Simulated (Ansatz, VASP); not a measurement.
CuAu: VASP beside Ansatz

The input INCAR:

```
  ALGO = Normal
  EDIFF = 1E-8
  ENCUT = 520
  GGA = PS
  ISIF = 2
  ISMEAR = -1
  LASPH = True
  LCHARG = False
  LEFG = True
  LREAL = False
  LWAVE = False
  NBANDS = 18
  NELM = 80
  PREC = Accurate
  SIGMA = 0.05
```

Contents of KPOINTS:

```
k-points
0
Gamma
  13 13 10
```

File POSCAR:

```
CuAu
1.0
    2.8368463307      0.0000000000      0.0000000000
    0.0000000000      2.8368463307      0.0000000000
    0.0000000000      0.0000000000      3.7182950120
Cu Au
1 1
Direct
    0.5000000000      0.5000000000      0.5000000000
    0.0000000000      0.0000000000      0.0000000000
```

Input for Ansatz:

```yaml
crystal:
  lattice:
    - [2.8368463307, 0.0, 0.0]
    - [0.0, 2.8368463307, 0.0]
    - [0.0, 0.0, 3.718295012]
  atoms:
    - { symbol: Cu, position: [0.5, 0.5, 0.5] }
    - { symbol: Au, position: [0.0, 0.0, 0.0] }
kpoints:
  mp_grid: { grid: [13, 13, 10] }
scf:
  occupations: { method: fermi_dirac, width: 0.05 }
hamiltonian:
  xc: pbesol
  pseudopotentials: { kind: all_electron, datasets: crystal }
output:
  forces: true
  stress: true
  eigenvalues: true
  efg: { contact_densities: true }
```

Change from the starting cell: volume scaled by 1.04, crystal datasets.

Alike in both runs: task electric field gradients; functional PBEsol; k mesh 13 × 13 × 10; occupations fermi-dirac, width 0.05 eV; no spin polarisation.

|  | VASP | Ansatz |
| --- | --- | --- |
| version | VASP 6.6.1 | Ansatz 0.2.0 |
| potentials or method | VASP PAW PBE potentials, release 64 (Cu, Au), cutoff 520 eV | all-electron PAW with datasets made for the crystal, scalar-relativistic |

|  | VASP | Ansatz | Ansatz less VASP |
| --- | --- | --- | --- |
| pressure (GPa) | -7.6 | -7.7 | -0.08 |
| traceless stress, the component that is largest in VASP (GPa) | 0.46 | 0.42 | -0.044 |
| size of Vzz on the site where it differs most (V/Å²) | 71.5 | 48.1 | -23.32 |

VASP's potentials were made for PBE, not for PBEsol. Ansatz ran all-electron here, and VASP with PAW potentials.

Neither program's run includes spin-orbit coupling.
